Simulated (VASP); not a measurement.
Sc4Mo:

```
Sc Mo
1.0
    -2.92944    2.92944    2.92944
     2.92944   -2.92944    2.92944
     2.92944    2.92944   -2.92944
Sc Mo
4 1
Direct
  0.50000 0.50000 0.50000
  0.00000 0.00000 0.50000
  0.00000 0.50000 0.00000
  0.50000 0.00000 0.00000
  0.00000 0.00000 0.00000
```

- Program: VASP 6.6.1
- Task: relaxation of cell and atoms
- Functional: PBE
- Potentials or basis: VASP PAW PBE potentials, release 64 (Sc_sv, Mo_sv)
- Cutoff: 600 eV
- k mesh: 4 × 4 × 4
- Occupations: gaussian, width 0.1 eV
- Spin: no spin polarisation

At the start: pressure 20.8 GPa; volume 20.11 Å³/atom.

Q: Where does the relaxation end?

A: Over 3 steps the energy falls by 311.1 meV/atom and the volume is 25.76 Å³/atom (+28.1 %); space group Im-3m (No. 229, to 0.05 Å).

Step by step:
```
step  energy change (eV)  largest force (eV/Å)  pressure (GPa)  volume (Å³)
   1              0.0000                0.0000           20.84       100.56
   2             -1.3064                0.0000           -4.92       143.63
   3             -1.5554                0.0000            0.01       128.82
```

Final structure:
```cif
data_structure
_symmetry_space_group_name_H-M 'P 1'
_symmetry_Int_Tables_number 1
_cell_length_a 5.5107
_cell_length_b 5.5107
_cell_length_c 5.5107
_cell_angle_alpha 109.471
_cell_angle_beta 109.471
_cell_angle_gamma 109.471
_cell_volume 128.82
loop_
_atom_site_label
_atom_site_type_symbol
_atom_site_fract_x
_atom_site_fract_y
_atom_site_fract_z
_atom_site_occupancy
Sc1 Sc 0.50000 0.50000 0.50000 1
Sc2 Sc 0.00000 0.00000 0.50000 1
Sc3 Sc 0.00000 0.50000 0.00000 1
Sc4 Sc 0.50000 0.00000 0.00000 1
Mo1 Mo 0.00000 0.00000 0.00000 1
```

Caveat: the k points lie up to 0.35 Å⁻¹ apart in the final cell; the volume moved by over 15 % at a fixed basis, so the end points are rough.
